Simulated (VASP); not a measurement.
# SiC (P6_3mc) in VASP: notebook, part 2 of 2

VASP 6.6.1. Earlier steps stand in the parts before.

### Step 4. Single point, PBE (c/a of the conventional cell at fixed volume 1.5097)

The input, INCAR:

```
SYSTEM = SiC
ALGO     = Normal         ! electronic algorithm
EDIFF    = 1E-6           ! SCF threshold, eV
ENCUT    = 520            ! plane-wave cutoff, eV
GGA      = PE             ! functional
ISIF     = 2              ! what is computed and relaxed
ISMEAR   = 0              ! smearing method
LASPH    = .True.         ! aspherical terms in the spheres
LCHARG   = .False.        ! write CHGCAR
LREAL    = .False.        ! projectors in reciprocal space
LWAVE    = .False.        ! write WAVECAR
NBANDS   = 16             ! bands
NELM     = 80             ! most SCF steps
PREC     = Accurate       ! precision mode
SIGMA    = 0.05           ! smearing width, eV
```

The input, KPOINTS:

```
k-points
0
Gamma
  12 12 6
  0 0 0
```

The input, POSCAR:

```
SiC
1.0
    3.1791678455      0.0000000000      0.0000000000
   -1.5895839227      2.7532401171      0.0000000000
    0.0000000000      0.0000000000      4.7995896963
Si C
2 2
Direct
    0.3333333333      0.6666666667      0.0045639005
    0.6666666667      0.3333333333      0.5045639005
    0.3333333333      0.6666666667      0.3953555939
    0.6666666667      0.3333333333      0.8953555939
```

Started as:

```bash
$ cat potpaw_PBE.64/Si/POTCAR potpaw_PBE.64/C/POTCAR > POTCAR
$ mpirun -np 1 vasp_std > vasp.out
```

Run time: 27 s. Hardware: 1 thread of Intel Xeon 6975P-C, shared host; peak memory 0.17 GiB.

The run converged. Its results:

```
Free energy            : -29.8171 eV
Pressure               : -0.4 GPa
Largest force          : 0.352 eV/Å
Band gap on the k mesh : 1.52 eV, indirect (least direct gap 2.77 eV)
```

Forces on the atoms (eV/Å):
```
Si   0.000  0.000  0.352
Si   0.000  0.000  0.352
C    0.000  0.000 -0.352
C    0.000  0.000 -0.352
```

Stress tensor (GPa, compression positive):
```
-12.05   0.00   0.00
  0.00 -12.05   0.00
  0.00   0.00  22.98
```

Levels at points of the mesh, in eV from the valence-band top:
```csv
k point,band 6,band 7,band 8,band 9,band 10,band 11
"(0.00, 0.00, 0.00)",-0.74,-0.74,0.00,2.77,5.37,5.37
"(0.50, 0.00, 0.00)",-4.32,-3.62,-1.72,1.52,4.33,6.21
"(0.00, 0.00, 0.50)",-1.67,-1.67,-1.67,4.24,4.24,6.11
"(0.50, 0.00, 0.50)",-3.28,-2.28,-2.28,2.82,2.82,5.02
```

 A k mesh can miss the band edges.

### Step 5. Single point, PBE (c/a of the conventional cell at fixed volume 1.5097)

The input, INCAR:

```
ALGO     = Normal         # electronic algorithm
EDIFF    = 1E-6           # SCF threshold, eV
ENCUT    = 520            # plane-wave cutoff, eV
GGA      = PE             # functional
ISIF     = 2              # what is computed and relaxed
ISMEAR   = 0              # smearing method
LASPH    = True           # aspherical terms in the spheres
LCHARG   = False          # write CHGCAR
LREAL    = False          # projectors in reciprocal space
LWAVE    = False          # write WAVECAR
NBANDS   = 16             # bands
NELM     = 60             # most SCF steps
PREC     = Accurate       # precision mode
SIGMA    = 0.05           # smearing width, eV
```

The input, KPOINTS:

```
k-points
0
Gamma
  12 12 6
```

POSCAR, as its differences from that of step 4:

```diff
@@ -10,3 +10,3 @@
     0.6666666667      0.3333333333      0.5045639005
-    0.3333333333      0.6666666667      0.3953555939
-    0.6666666667      0.3333333333      0.8953555939
+    0.3333333333      0.6666666667      0.3356973251
+    0.6666666667      0.3333333333      0.8356973251
```

Started as:

```bash
$ cat potpaw_PBE.64/Si/POTCAR potpaw_PBE.64/C/POTCAR > POTCAR
$ mpirun -np 1 vasp_std > vasp.out
```

Wall time 29 s (1 thread of Intel Xeon 6975P-C, shared host); peak memory 0.17 GiB.

The run converged. Its results:

```yaml
Free_energy: -27.7450 eV
Pressure: 19.7 GPa
Largest_force: 9.450 eV/Å
Band_gap_on_the_k_mesh: 1.47 eV, indirect (least direct gap 2.92 eV)
```

Forces in eV/Å, atoms in the order of the input:
```
Si   0.000  0.000 -9.450
Si   0.000  0.000 -9.450
C    0.000  0.000  9.450
C    0.000  0.000  9.450
```

Stress tensor (GPa, compression positive):
```
-19.13   0.00   0.00
  0.00 -19.13   0.00
  0.00   0.00  97.44
```

Levels at points of the mesh, in eV from the valence-band top:
```tsv
k point	band 6	band 7	band 8	band 9	band 10	band 11
(0.00, 0.00, 0.00)	-1.37	0.00	0.00	3.47	5.76	5.89
(0.50, 0.00, 0.00)	-4.13	-3.74	-0.74	2.18	3.72	5.60
(0.00, 0.00, 0.50)	-1.02	-1.02	-1.02	4.97	4.97	6.67
(0.50, 0.00, 0.50)	-2.64	-2.60	-2.60	2.99	2.99	5.87
```

Caveat: forces of over 1 eV/Å act on the atoms, so gaps and moduli don't describe the material at rest. A k mesh can miss the band edges.

### Step 6. Single point, PBE (c/a of the conventional cell at fixed volume 1.5972)

The input, INCAR:

```
SYSTEM = SiC
PREC     = Accurate       ! precision mode
ENCUT    = 520            ! plane-wave cutoff, eV
EDIFF    = 1E-6           ! SCF threshold, eV
ISMEAR   = 0              ! smearing method
SIGMA    = 0.05           ! smearing width, eV
LREAL    = .False.        ! projectors in reciprocal space
LASPH    = .True.         ! aspherical terms in the spheres
NELM     = 100            ! most SCF steps
ALGO     = Normal         ! electronic algorithm
ISIF     = 2              ! what is computed and relaxed
LWAVE    = .False.        ! write WAVECAR
LCHARG   = .False.        ! write CHGCAR
GGA      = PE             ! functional
NBANDS   = 16             ! bands
```

The input, KPOINTS:

```
Automatic mesh
0
Gamma
  12 12 6
  0 0 0
```

The input, POSCAR:

```
SiC
1.0
    3.1200190218      0.0000000000      0.0000000000
   -1.5600095109      2.7020157332      0.0000000000
    0.0000000000      0.0000000000      4.9832943816
Si C
2 2
Direct
    0.3333333333      0.6666666667      0.0045639005
    0.6666666667      0.3333333333      0.5045639005
    0.3333333333      0.6666666667      0.3953555939
    0.6666666667      0.3333333333      0.8953555939
```

Potentials or basis: VASP PAW PBE potentials, release 64 (Si, C).

Started as:

```bash
$ cat potpaw_PBE.64/Si/POTCAR potpaw_PBE.64/C/POTCAR > POTCAR
$ mpirun -np 1 vasp_std > vasp.out
```

OUTCAR:

```text
SYSTEM = SiC
   PREC = Accurate
   ENCUT = 520
   EDIFF = 1E-6
   ISMEAR = 0
   LREAL = .False.
   LASPH = .True.
   NELM = 100
   ISIF = 2
   GGA = PE

 ion  position               nearest neighbor table
   1  0.333  0.667  0.005-   4 1.88   4 1.88   4 1.88   3 1.95   2 3.07   2 3.07   2 3.07   2 3.07
                             2 3.07   2 3.07
   2  0.667  0.333  0.505-   3 1.88   3 1.88   3 1.88   4 1.95   1 3.07   1 3.07   1 3.07   1 3.07
                             1 3.07   1 3.07
   3  0.333  0.667  0.395-   2 1.88   2 1.88   2 1.88   1 1.95
   4  0.667  0.333  0.895-   1 1.88   1 1.88   1 1.88   2 1.95

  LATTYP: Found a hexagonal cell.
 ALAT       =     3.1200190218
 C/A-ratio  =     1.5972000000

  Lattice vectors:

 A1 = (   3.1200190218,   0.0000000000,   0.0000000000)
 A2 = (  -1.5600095109,   2.7020157332,   0.0000000000)
 A3 = (   0.0000000000,   0.0000000000,   4.9832943816)

Analysis of symmetry for initial positions (statically):
=====================================================================
 Subroutine PRICEL returns:
 Original cell was already a primitive cell.

 Routine SETGRP: Setting up the symmetry group for a
 hexagonal supercell.

 Subroutine GETGRP returns: Found 12 space group operations
 (whereof  6 operations were pure point group operations)
 out of a pool of 24 trial point group operations.

The static configuration has the point symmetry C_3v.
 The point group associated with its full space group is C_6v.

Analysis of symmetry for dynamics (positions and initial velocities):
=====================================================================
 Subroutine PRICEL returns:
 Original cell was already a primitive cell.

 Routine SETGRP: Setting up the symmetry group for a
 hexagonal supercell.

 Subroutine GETGRP returns: Found 12 space group operations
 (whereof  6 operations were pure point group operations)
 out of a pool of 24 trial point group operations.

The dynamic configuration has the point symmetry C_3v.
[... 127 lines left out ...]
  Thomas-Fermi vector in A             =   2.322831
   LORBIT       =      0    0 simple, 1 ext, 2 COOP (PROOUT), +10 PAW based schemes
   GGA     = PE    functional components
   LHFCALC =     F    Hartree Fock is set to
   AEXX    =    0.0000 exact exchange contribution
   IVDW    =     0    specifies the selected vdW correction
   LEPSILON=     F    determine dielectric tensor
   LRPA    =     F    only Hartree local field effects (RPA)
 non-spin polarized calculation
 Gauss-broadening in eV      SIGMA  =   0.05
  energy-cutoff  :      520.00
  volume of cell :       42.01
 maximum number of plane-waves:      1152
 NGX is ok and might be reduce to    24

 number of electron      16.0000000 magnetization

 Free energy of the ion-electron system (eV)
  ---------------------------------------------------
  ext. energy  EPLUGINS =         0.00000000
  ---------------------------------------------------
  free energy    TOTEN  =       -30.02060068 eV

  energy without entropy =      -30.02060068  energy(sigma->0) =      -30.02060068

 E-fermi :   8.6906     XC(G=0): -11.2800

 val. band max:        8.4996939045   @ k =   0.0000   0.0000   0.0000
 cond. band min:      10.5708494605   @ k =   0.5000   0.0000   0.0000
 fundamental gap:      2.0711555560
 Fermi energy:         8.6906383378

 k-point     1 :       0.0000    0.0000    0.0000
  band No.  band energies     occupation
      1      -7.3645      2.00000
      2      -3.7274      2.00000
      3      -0.2403      2.00000
      4       6.4870      2.00000
      5       6.4870      2.00000
      6       7.8774      2.00000
[... 433 lines left out ...]
      3       0.8008      2.00000
      4       2.6268      2.00000
      5       3.2756      2.00000
      6       5.0219      2.00000
[... 8 lines left out ...]
     15      19.3459      0.00000
     16      19.8099      0.00000

 [... further k-points ...]

------------------------ aborting loop because EDIFF is reached ----------------------------------------

  FORCE on cell =-STRESS in cart. coord.  units (eV):
  Direction    XX          YY          ZZ          XY          YZ          ZX
  --------------------------------------------------------------------------------------
  -------------------------------------------------------------------------------------
  Total       -0.6222034     -0.6222034      1.1060508      0.0000000      0.0000000      0.0000000
  in kB      -23.7291006    -23.7291006     42.1816937      0.0000000      0.0000000      0.0000000
  external PRESSURE =      -1.7588358 kB  Pullay stress =       0.0000000 kB

 VOLUME and BASIS-vectors are now :
 -----------------------------------------------------------------------------
  energy-cutoff  :      520.00
  volume of cell :       42.01
      direct lattice vectors                 reciprocal lattice vectors
     3.120019022  0.000000000  0.000000000     0.320510866  0.185047035  0.000000000
    -1.560009511  2.702015733  0.000000000     0.000000000  0.370094070  0.000000000
     0.000000000  0.000000000  4.983294382     0.000000000  0.000000000  0.200670465

 POSITION                                       TOTAL-FORCE (eV/Angst)
 -----------------------------------------------------------------------------------
     -0.00000      1.80134      0.02274         0.000000     -0.000000      0.935766
      1.56001      0.90067      2.51439         0.000000      0.000000      0.935766
     -0.00000      1.80134      1.97017        -0.000000     -0.000000     -0.935766
      1.56001      0.90067      4.46182         0.000000     -0.000000     -0.935766
 -----------------------------------------------------------------------------------
    total drift:                               -0.000000      0.000000      0.000205

  FREE ENERGIE OF THE ION-ELECTRON SYSTEM (eV)
  ---------------------------------------------------
  free  energy   TOTEN  =       -30.0206006834 eV

  energy  without entropy=      -30.0206006834  energy(sigma->0) =      -30.02060068
```

OSZICAR:

```text
N       E                     dE             d eps       ncg     rms          rms(c)
DAV:   1     0.252578434488E+02    0.25258E+02   -0.71213E+03  2432   0.893E+02
DAV:   2    -0.310969719964E+02   -0.56355E+02   -0.51657E+02  3512   0.157E+02
DAV:   3    -0.336556598808E+02   -0.25587E+01   -0.25479E+01  3048   0.305E+01
DAV:   4    -0.336751282968E+02   -0.19468E-01   -0.19464E-01  3040   0.326E+00
DAV:   5    -0.336753303719E+02   -0.20208E-03   -0.20206E-03  3128   0.312E-01    0.123E+01
DAV:   6    -0.300999798755E+02    0.35754E+01   -0.64509E+00  3088   0.155E+01    0.549E+00
DAV:   7    -0.300377898030E+02    0.62190E-01   -0.10847E+00  3488   0.606E+00    0.245E+00
DAV:   8    -0.300216884757E+02    0.16101E-01   -0.45954E-02  2736   0.138E+00    0.612E-01
DAV:   9    -0.300202198927E+02    0.14686E-02   -0.76035E-03  3152   0.586E-01    0.125E-01
DAV:  10    -0.300205687770E+02   -0.34888E-03   -0.10662E-03  2984   0.188E-01    0.587E-02
DAV:  11    -0.300205988313E+02   -0.30054E-04   -0.10763E-04  2792   0.728E-02    0.134E-02
DAV:  12    -0.300206000387E+02   -0.12074E-05   -0.73744E-06  3136   0.171E-02    0.385E-03
DAV:  13    -0.300206006834E+02   -0.64465E-06   -0.47015E-07  2096   0.459E-03
   1 F= -.30020601E+02 E0= -.30020601E+02  d E =-.151415E-10
```

stdout:

```text
POSCAR found type information on POSCAR SiC
 POSCAR found :  2 types and       4 ions
 scaLAPACK will be used
 LDA part: xc-table for (Slater+PW92), standard interpolation
 POSCAR, INCAR and KPOINTS ok, starting setup
 FFT: planning ... GRIDC
 FFT: planning ... GRID_SOFT
 FFT: planning ... GRID
 WAVECAR not read
 entering main loop
```

Wall time 31 s (1 thread of Intel Xeon 6975P-C, shared host); peak memory 0.18 GiB.

Results:

| Quantity | Value |
| --- | --- |
| Free energy | -30.0206 eV |
| Pressure | -0.2 GPa |
| Largest force | 0.936 eV/Å |
| Band gap on the k mesh | 2.07 eV, indirect (least direct gap 3.78 eV) |

Forces in eV/Å, atoms in the order of the input:
```
Si   0.000  0.000  0.936
Si   0.000  0.000  0.936
C    0.000  0.000 -0.936
C    0.000  0.000 -0.936
```

Stress tensor (GPa, compression positive):
```
-2.37  0.00  0.00
 0.00 -2.37  0.00
 0.00  0.00  4.22
```

### Step 7. The runs side by side

| cell | gap on the mesh (eV) | pressure (GPa) | largest force (eV/Å) |
| --- | --- | --- | --- |
| a = 3.014, b = 3.014, c = 5.341 Å, angles 90.0, 90.0, 120.0°, 4 atoms | 0.14 | 0.7 | 4.46 |
| a = 3.120, b = 3.120, c = 4.983 Å, angles 90.0, 90.0, 120.0°, 4 atoms | 2.07 | -0.2 | 0.94 |
| a = 3.179, b = 3.179, c = 4.800 Å, angles 90.0, 90.0, 120.0°, 4 atoms | 1.47 | 19.7 | 9.45 |

Some of these runs hold the atoms at other places in the same cell, which the table doesn't show; runs alike in all that it shows share one row.

Alike in all rows: task single point; level PBE; potentials or basis VASP PAW PBE potentials, release 64 (Si, C); no spin polarisation; k mesh 12 × 12 × 6; cutoff (eV) 520; smearing gaussian 0.05 eV.

Caveats: forces of over 1 eV/Å act on the atoms, so gaps and moduli don't describe the material at rest (some runs).

Total energies depend on the potentials used, so only differences within one code and one set of settings carry meaning.
